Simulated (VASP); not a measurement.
# SiC (Cm) in VASP: further runs

Runs on SiC. Level: PBE. Tasks: single point.

Program: VASP 6.6.1. These are calculated values, not measurements. Logs are shortened: lines on timing, memory, paths and dates and some standing lists are left out, and cuts for length are marked.

**1. The cell of the first run**

The structure is monoclinic, space group Cm (No. 8). Conventional cell: a = 5.355 Å, b = 3.092 Å, c = 5.074 Å, α = 90.00°, β = 90.00°, γ = 90.00°. Si (site symmetry m) has 4 C at 1.79 to 2.39 Å within 2.4 Å. Si (site symmetry m) has 2 C at 1.54 to 1.80 Å within 2.0 Å. Within 2.0 Å of C (site symmetry m) lie 2 Si at 1.54 to 1.80 Å. C (site symmetry m) has 4 Si at 1.79 to 2.39 Å within 2.4 Å.

**2. Single point, PBE**

Input file INCAR:

```
PREC = Accurate
ENCUT = 520
EDIFF = 1E-6
ISMEAR = 0
SIGMA = 0.05
LREAL = F
LASPH = T
NELM = 100
ALGO = Normal
ISIF = 2
LWAVE = F
LCHARG = F
GGA = PE
NBANDS = 16
```

Input file KPOINTS:

```
regular mesh
0
Gamma
  12 12 6
```

Input file POSCAR:

```
SiC
1.0
    3.0919867344      0.0000000000      0.0000000000
   -1.5459933672      2.6777390602      0.0000000000
    0.0000000000      0.0000000000      5.0737646004
Si C
2 2
Direct
    0.5094210630      0.7547105315      0.0373496250
    0.8427543963      0.4213771982      0.5373496250
    0.3333333333      0.6666666667      0.3804363282
    0.6666666667      0.3333333333      0.8804363282
```

Potentials or basis: VASP PAW PBE potentials, release 64 (Si, C).

Run with:

```console
$ cat potpaw_PBE.64/Si/POTCAR potpaw_PBE.64/C/POTCAR > POTCAR
$ mpirun -np 1 vasp_std > vasp.out
```

OUTCAR:

```text
PREC = Accurate
   ENCUT = 520
   EDIFF = 1E-6
   ISMEAR = 0
   LREAL = F
   LASPH = T
   NELM = 100
   ISIF = 2
   GGA = PE

 ion  position               nearest neighbor table
   1  0.509  0.755  0.037-   4 1.79   4 1.79   3 1.80   4 2.39   2 3.10   2 3.10   2 3.10   2 3.10
                             2 3.10   2 3.10
   2  0.843  0.421  0.537-   3 1.54   4 1.80   3 2.21   3 2.21   1 3.10   1 3.10   1 3.10   1 3.10
                             1 3.10   1 3.10
   3  0.333  0.667  0.380-   2 1.54   1 1.80   2 2.21   2 2.21
   4  0.667  0.333  0.880-   1 1.79   1 1.79   2 1.80   1 2.39

  LATTYP: Found a hexagonal cell.
 ALAT       =     3.0919867344
 C/A-ratio  =     1.6409399639

  Lattice vectors:

 A1 = (   3.0919867344,   0.0000000000,   0.0000000000)
 A2 = (  -1.5459933672,   2.6777390602,   0.0000000000)
 A3 = (   0.0000000000,   0.0000000000,   5.0737646004)

Analysis of symmetry for initial positions (statically):
=====================================================================
 Subroutine PRICEL returns:
 Original cell was already a primitive cell.

 Routine SETGRP: Setting up the symmetry group for a
 hexagonal supercell.

 Subroutine GETGRP returns: Found  2 space group operations
 (whereof  2 operations were pure point group operations)
 out of a pool of 24 trial point group operations.

The static configuration has the point symmetry C_1h.

Analysis of symmetry for dynamics (positions and initial velocities):
=====================================================================
 Subroutine PRICEL returns:
 Original cell was already a primitive cell.

 Routine SETGRP: Setting up the symmetry group for a
 hexagonal supercell.

 Subroutine GETGRP returns: Found  2 space group operations
 (whereof  2 operations were pure point group operations)
 out of a pool of 24 trial point group operations.

The dynamic configuration has the point symmetry C_1h.

 Subroutine INISYM returns: Found  2 space group operations
 (whereof  2 operations are pure point group operations),
 and found     1 'primitive' translations

----------------------------------------------------------------------------------------

                                     Primitive cell

  volume of cell :      42.0084

  direct lattice vectors                    reciprocal lattice vectors
     3.091986734  0.000000000  0.000000000     0.323416653  0.186724692  0.000000000
    -1.545993367  2.677739060  0.000000000     0.000000000  0.373449383  0.000000000
     0.000000000  0.000000000  5.073764600     0.000000000  0.000000000  0.197092313

  length of vectors
     3.091986734  3.091986734  5.073764600     0.373449383  0.373449383  0.197092313

  position of ions in fractional coordinates (direct lattice)
     0.509421063  0.754710532  0.037349625
     0.842754396  0.421377198  0.537349625
     0.333333333  0.666666667  0.380436328
     0.666666667  0.333333333  0.880436328

  ion indices of the primitive-cell ions
   primitive index   ion index
                 1           1
                 2           2
                 3           3
                 4           4

----------------------------------------------------------------------------------------

 KPOINTS: regular mesh

Automatic generation of k-mesh.
 Grid dimensions read from file:
 generate k-points for:   12   12    6

 Generating k-lattice:

  Cartesian coordinates                     Fractional coordinates (reciprocal lattice)
     0.026951388  0.015560391  0.000000000     0.083333333  0.000000000  0.000000000
     0.000000000  0.031120782  0.000000000     0.000000000  0.083333333  0.000000000
     0.000000000  0.000000000  0.032848719     0.000000000  0.000000000  0.166666667

  Length of vectors
     0.031120782  0.031120782  0.032848719

  Shift w.r.t. Gamma in fractional coordinates (k-lattice)
     0.000000000  0.000000000  0.000000000

 Subroutine IBZKPT returns following result:
 ===========================================

 Found    242 irreducible k-points:

 Following reciprocal coordinates:
            Coordinates               Weight
  0.000000  0.000000  0.000000      1.000000
  0.083333  0.000000  0.000000      2.000000
  0.000000  0.083333  0.000000      4.000000
  0.166667  0.000000  0.000000      2.000000
  0.000000  0.166667  0.000000      4.000000
  0.250000 -0.000000  0.000000      2.000000
[... 16 lines left out ...]
 -0.083333  0.416667  0.000000      4.000000
 -0.416667  0.333333  0.000000      4.000000
 [... further k-points ...]
   k-points           NKPTS =    242   k-points in BZ     NKDIM =    242   number of bands    NBANDS=     16
   number of dos      NEDOS =    301   number of ions     NIONS =      4
   total plane-waves  NPLWV =  23040
   dimension x,y,z NGX =    24 NGY =   24 NGZ =   40
   dimension x,y,z NGXF=    48 NGYF=   48 NGZF=   80
   ions per type =               2   2
   NGX,Y,Z   is equivalent  to a cutoff of  12.90, 12.90, 13.11 a.u.
   NGXF,Y,Z  is equivalent  to a cutoff of  25.81, 25.81, 26.21 a.u.
 SYSTEM =  unknown system
   PREC   = accura    normal or accurate (medium, high low for compatibility)
   ISTART =      0    job   : 0-new  1-cont  2-samecut
   ICHARG =      2    charge: 1-file 2-atom 10-const
   ISPIN  =      1    spin polarized calculation?
   LNONCOLLINEAR =      F non collinear calculations
   LSORBIT =      F    spin-orbit coupling
   LASPH  =      T    aspherical Exc in radial PAW
   ENCUT  =  520.0 eV  38.22 Ry    6.18 a.u.   5.75  5.75  9.43*2*pi/ulx,y,z
   NELM   =    100;   NELMIN=  2; NELMDL= -5     # of ELM steps
   EDIFF  = 0.1E-05   stopping-criterion for ELM
   LREAL  =      F    real-space projection
[... 7 lines left out ...]
   TEBEG  =    0.0;   TEEND  =   0.0 temperature during run
   PSTRESS=    0.0 pullay stress
   NELECT =      16.0000    total number of electrons
   NUPDOWN=      -1.0000    fix difference up-down
   EMIN   =  10.00;   EMAX   =-10.00  energy-range for DOS
   EFERMI =   0.00;   METHOD = LEGACY
   ISMEAR =     0;   SIGMA  =   0.05  broadening in eV -4-tet -1-fermi 0-gaus
   EFERMI_NEDOS =   21; number of points for ismear=-14 and -15
   IALGO  =     38    algorithm
   IMIX   =      4    mixing-type and parameters
     AMIX     =   0.40;   BMIX     =  1.00
     AMIX_MAG =   1.60;   BMIX_MAG =  1.00
  volume/ion in A,a.u.               =      10.50        70.87
  Fermi-wavevector in a.u.,A,eV,Ry     =   1.186687  2.242513 19.160071  1.408225
  Thomas-Fermi vector in A             =   2.322854
   LORBIT       =      0    0 simple, 1 ext, 2 COOP (PROOUT), +10 PAW based schemes
   GGA     = PE    functional components
   LHFCALC =     F    Hartree Fock is set to
   AEXX    =    0.0000 exact exchange contribution
   IVDW    =     0    specifies the selected vdW correction
   LEPSILON=     F    determine dielectric tensor
   LRPA    =     F    only Hartree local field effects (RPA)
 non-spin polarized calculation
 Gauss-broadening in eV      SIGMA  =   0.05
  energy-cutoff  :      520.00
  volume of cell :       42.01
 maximum number of plane-waves:      1170
   NGX = 11   NGY = 11   NGZ = 19

 number of electron      16.0000000 magnetization

 Free energy of the ion-electron system (eV)
  ---------------------------------------------------
  ext. energy  EPLUGINS =         0.00000000
  ---------------------------------------------------
  free energy    TOTEN  =       -26.56230924 eV

  energy without entropy =      -26.56221940  energy(sigma->0) =      -26.56226432

 E-fermi :   9.2917     XC(G=0): -11.3013

 val. band max:        9.2890617195   @ k =   0.0000   0.0000   0.0000
 cond. band min:       9.3157044504   @ k =   0.3333   0.3333   0.0000
 fundamental gap:      0.0266427309
 Fermi energy:         9.2916617529

 k-point     1 :       0.0000    0.0000    0.0000
  band No.  band energies     occupation
      1      -7.4464      2.00000
      2      -3.8555      2.00000
      3      -1.0544      2.00000
      4       5.8197      2.00000
      5       6.1357      2.00000
      6       7.4837      2.00000
[... 8 lines left out ...]
     15      17.5538      0.00000
     16      18.8129      0.00000

 k-point     2 :       0.0833    0.0000    0.0000
  band No.  band energies     occupation
      1      -7.3295      2.00000
      2      -3.7654      2.00000
      3      -0.9466      2.00000
      4       5.4814      2.00000
      5       5.9990      2.00000
      6       7.0779      2.00000
[... 8 lines left out ...]
     15      17.5358      0.00000
     16      18.6339      0.00000

 k-point     3 :       0.0000    0.0833    0.0000
  band No.  band energies     occupation
      1      -7.3297      2.00000
      2      -3.7627      2.00000
      3      -0.9477      2.00000
      4       5.5532      2.00000
      5       5.7831      2.00000
      6       7.1850      2.00000
[... 8 lines left out ...]
     15      17.5446      0.00000
     16      18.4197      0.00000

 k-point     4 :       0.1667    0.0000    0.0000
  band No.  band energies     occupation
      1      -6.9819      2.00000
      2      -3.5085      2.00000
      3      -0.6315      2.00000
      4       4.4397      2.00000
      5       5.6583      2.00000
      6       6.2827      2.00000
[... 8 lines left out ...]
     15      17.6808      0.00000
     16      18.5844      0.00000
[... 324 lines left out ...]
 k-point    22 :       0.3333    0.0833    0.0000
  band No.  band energies     occupation
      1      -5.1503      2.00000
      2      -2.7226      2.00000
      3       0.5914      2.00000
      4       1.7717      2.00000
      5       3.4396      2.00000
      6       4.3324      2.00000
[... 8 lines left out ...]
     15      19.0456      0.00000
     16      20.2634      0.00000

 k-point    23 :      -0.0833    0.4167    0.0000
  band No.  band energies     occupation
      1      -5.1810      2.00000
      2      -2.5277      2.00000
      3       0.2505      2.00000
      4       1.7004      2.00000
      5       3.1984      2.00000
      6       4.6829      2.00000
[... 8 lines left out ...]
     15      18.9082      0.00000
     16      20.2399      0.00000

 k-point    24 :      -0.4167    0.3333    0.0000
  band No.  band energies     occupation
      1      -5.1744      2.00000
      2      -2.5735      2.00000
      3       0.3511      2.00000
      4       1.7093      2.00000
      5       3.0909      2.00000
      6       4.7789      2.00000
[... 8 lines left out ...]
     15      18.8704      0.00000
     16      19.7886      0.00000

 [... further k-points ...]
[... 5 lines left out ...]
  --------------------------------------------------------------------------------------
  -------------------------------------------------------------------------------------
  Total        7.6375967      3.5981507      5.8682358      3.4982628     -3.7842781     -6.5545617
  in kB      291.2937134    137.2314769    223.8112672    133.4218106   -144.3302758   -249.9873582
  external PRESSURE =     217.4454858 kB  Pullay stress =       0.0000000 kB

 VOLUME and BASIS-vectors are now :
 -----------------------------------------------------------------------------
  energy-cutoff  :      520.00
  volume of cell :       42.01
      direct lattice vectors                 reciprocal lattice vectors
     3.091986734  0.000000000  0.000000000     0.323416653  0.186724692  0.000000000
    -1.545993367  2.677739060  0.000000000     0.000000000  0.373449383  0.000000000
     0.000000000  0.000000000  5.073764600     0.000000000  0.000000000  0.197092313

 POSITION                                       TOTAL-FORCE (eV/Angst)
 -----------------------------------------------------------------------------------
      0.40835      2.02092      0.18950        -2.188272     -1.263399     -0.522920
      1.95434      1.12834      2.72639        -9.962377     -5.751781      3.049441
     -0.00000      1.78516      1.93024        10.027043      5.789116     -3.272939
      1.54599      0.89258      4.46713         2.123606      1.226064      0.746418
 -----------------------------------------------------------------------------------
    total drift:                                0.000017      0.000011     -0.000004

  FREE ENERGIE OF THE ION-ELECTRON SYSTEM (eV)
  ---------------------------------------------------
  free  energy   TOTEN  =       -26.5623092382 eV

  energy  without entropy=      -26.5622193985  energy(sigma->0) =      -26.56226432
```

Run time: 4.8 min. Hardware: 1 thread of AMD EPYC 7R13, shared host; peak memory 0.23 GiB.

Results:

| Quantity | Value |
| --- | --- |
| Free energy | -26.5623 eV |
| Pressure | 21.7 GPa |
| Largest force | 12.032 eV/Å |
| Band gap on the k mesh | 0.03 eV, indirect (least direct gap 2.22 eV) |

Forces in eV/Å, atoms in the order of the input:
```
Si  -2.188 -1.263 -0.523
Si  -9.962 -5.752  3.049
C   10.027  5.789 -3.273
C    2.124  1.226  0.746
```

Stress tensor (GPa, compression positive):
```
 29.13  13.34 -25.00
 13.34  13.72 -14.43
-25.00 -14.43  22.38
```

Caveat: the cell differs from its parent crystal (all Si atoms moved -0.500 Å, as atom 1 towards its neighbour atom 4 (C) at 1.893 Å); forces of over 1 eV/Å act on the atoms, so gaps and moduli don't describe the material at rest.

**3. Single point, PBE**

Input file INCAR:

```
PREC = Accurate ; ENCUT = 520
EDIFF = 1E-6 ; ISMEAR = 0
SIGMA = 0.05 ; LREAL = False
LASPH = True ; NELM = 60
ALGO = Normal ; ISIF = 2
LWAVE = False ; LCHARG = True
GGA = PE ; LELF = True
LVHAR = True ; NBANDS = 16
```

KPOINTS is that of step 2.

POSCAR: that of step 2 with these lines changed.

```diff
@@ -8,4 +8,4 @@
 Direct
-    0.5094210630      0.7547105315      0.0373496250
-    0.8427543963      0.4213771982      0.5373496250
+    0.2012675361      0.6006337680     -0.0200257931
+    0.5346008694      0.2673004347      0.4799742069
     0.3333333333      0.6666666667      0.3804363282
```

Potentials or basis: VASP PAW PBE potentials, release 64 (Si, C).

Run with:

```console
$ cat potpaw_PBE.64/Si/POTCAR potpaw_PBE.64/C/POTCAR > POTCAR
$ mpirun -np 1 vasp_std > vasp.out
```

It took 4.9 min on 1 thread of AMD EPYC 7R13, shared host; peak memory 0.23 GiB.

Results (log left out):

* Free energy: -26.8033 eV
* Pressure: 21.4 GPa
* Largest force: 14.980 eV/Å
* Band gap on the k mesh: 1.12 eV, indirect (least direct gap 3.11 eV)

Forces in eV/Å, atoms in the order of the input:
```
Si   12.171   7.027   4.823
Si    3.975   2.295   2.958
C    -3.877  -2.238  -2.913
C   -12.269  -7.084  -4.869
```

Stress tensor (GPa, compression positive):
```
39.13 12.52 16.74
12.52 24.68  9.67
16.74  9.67  0.52
```

Levels at points of the mesh, in eV from the valence-band top:
| k point | band 5 | band 6 | band 7 | band 8 | band 9 | band 10 | band 11 | band 12 |
| --- | --- | --- | --- | --- | --- | --- | --- | --- |
| (0.00, 0.00, 0.00) | -3.17 | -0.91 | -0.68 | 0.00 | 3.11 | 4.68 | 5.24 | 5.63 |
| (0.50, 0.00, 0.00) | -5.77 | -4.87 | -3.84 | -2.40 | 1.66 | 3.56 | 5.87 | 6.77 |
| (0.00, 0.50, 0.00) | -5.88 | -4.04 | -3.75 | -2.06 | 1.12 | 2.78 | 5.01 | 7.08 |
| (0.00, 0.00, 0.50) | -3.35 | -2.68 | -0.80 | -0.43 | 4.08 | 4.17 | 5.06 | 5.59 |
| (0.50, 0.00, 0.50) | -4.57 | -2.96 | -2.89 | -2.72 | 1.95 | 2.36 | 3.42 | 4.69 |
| (0.00, 0.50, 0.50) | -4.17 | -3.67 | -2.42 | -2.16 | 1.96 | 2.06 | 3.28 | 4.05 |

Caveat: the cell differs from its parent crystal (all Si atoms moved +0.375 Å, as atom 1 towards its neighbour atom 4 (C) at 1.893 Å); forces of over 1 eV/Å act on the atoms, so gaps and moduli don't describe the material at rest. A k mesh can miss the band edges.
